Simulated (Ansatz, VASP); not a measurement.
# Ir in VASP and in Ansatz

INCAR

```
PREC     = Accurate       # precision mode
ENCUT    = 520            # plane-wave cutoff, eV
EDIFF    = 1E-7           # SCF threshold, eV
ISMEAR   = 0              # smearing method
SIGMA    = 0.15           # smearing width, eV
LREAL    = F              # projectors in reciprocal space
LASPH    = T              # aspherical terms in the spheres
NELM     = 80             # most SCF steps
ALGO     = Normal         # electronic algorithm
ISIF     = 2              # what is computed and relaxed
LWAVE    = F              # write WAVECAR
LCHARG   = T              # write CHGCAR
GGA      = PS             # functional
LELF     = T              # ELF
LVHAR    = T            
NBANDS   = 10             # bands
```

Contents of KPOINTS:

```
regular mesh
0
Gamma
  22 22 22
```

Contents of POSCAR:

```
Ir
1.0
    0.0000000000      1.9197000000      2.0156850000
    1.9197000000      0.0000000000      2.0156850000
    1.9197000000      1.9197000000      0.0000000000
Ir
1
Direct
    0.0000000000      0.0000000000      0.0000000000
```

Input for Ansatz:

```yaml
crystal:
  lattice:
    - [0.0, 1.9197, 2.015685]
    - [1.9197, 0.0, 2.015685]
    - [1.9197, 1.9197, 0.0]
  atoms:
    - { symbol: Ir, position: [0.0, 0.0, 0.0] }
basis:
  ecutwfc: 420
kpoints:
  mp_grid: { grid: [22, 22, 22] }
hamiltonian:
  xc: pbesol
scf:
  occupations: { method: gaussian, width: 0.15 }
output:
  forces: true
  stress: true
  eigenvalues: true
```

Change from the starting cell: strain +0.000 along x and y, +0.050 along z, atoms carried along.

Alike in both runs: task single point; functional PBEsol; k mesh 22 × 22 × 22; occupations gaussian, width 0.15 eV; no spin polarisation.

```csv
,VASP,Ansatz
version,VASP 6.6.1,Ansatz 0.2.0
potentials or method,"VASP PAW PBE potentials, release 64 (Ir), cutoff 520 eV","scalar-relativistic, plane waves, PAW"
valence electrons in the cell,9,17
```

Ansatz gave:

- gap on the k mesh at the Fermi level (eV): none
- pressure (GPa): -18.1
- traceless stress, the component that is largest in VASP (GPa): -10.81

Question: What did VASP give for the same quantities?

Answer: gap on the k mesh at the Fermi level (eV): none; pressure (GPa): -17.5; traceless stress, the component that is largest in VASP (GPa): -10.77.

VASP's potentials were made for PBE, not for PBEsol. A gap of «none» marks a metal or a gap that the smearing closes. With one functional, cell and mesh, what is left measures potentials, basis and numerics. VASP's potentials hold 9 valence electrons a cell and Ansatz's 17, so a difference there can come from the potentials and not from the codes.

Spin-orbit coupling is off throughout.
